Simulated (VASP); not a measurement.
A run of VASP 6.6.1:

File INCAR:

```
SYSTEM = CsBr
  PREC = Accurate
  ENCUT = 500
  EDIFF = 1E-6
  ISMEAR = 0
  SIGMA = 0.01
  LREAL = .False.
  LASPH = .True.
  NELM = 120
  ALGO = Normal
  ISIF = 2
  LWAVE = .False.
  LCHARG = .True.
  GGA = PE
  LELF = .True.
  LVHAR = .True.
  NBANDS = 15
  GGA_COMPAT = .False.
```

File KPOINTS:

```
Automatic mesh
0
Gamma
  6 6 6
  0 0 0
```

POSCAR

```
CsBr
1.0
    4.3196005666      0.0000000000      0.0000000000
    0.0000000000      4.3196005666      0.0000000000
    0.0000000000      0.0000000000      4.3196005666
Cs Br
1 1
Direct
    0.0000000000      0.0000000000      0.0000000000
    0.5000000000      0.5000000000      0.5000000000
```

Potentials or basis: VASP PAW PBE potentials, release 64 (Cs_sv, Br).

Run with:

```console
$ cat potpaw_PBE.64/Cs_sv/POTCAR potpaw_PBE.64/Br/POTCAR > POTCAR
$ mpirun -np 1 vasp_std > vasp.out
```

Hardware: 1 thread of Intel(R) Xeon(R) Platinum 8259CL CPU @ 2.50GHz (Skylake/Cascade Lake), on a shared host.

Question: Estimate the wall time of this run.

Answer: It took 21 s on 1 thread of Intel(R) Xeon(R) Platinum 8259CL CPU @ 2.50GHz (Skylake/Cascade Lake), on a shared host, peak memory 0.18 GiB. Counts: scf iterations 13, k points 20.
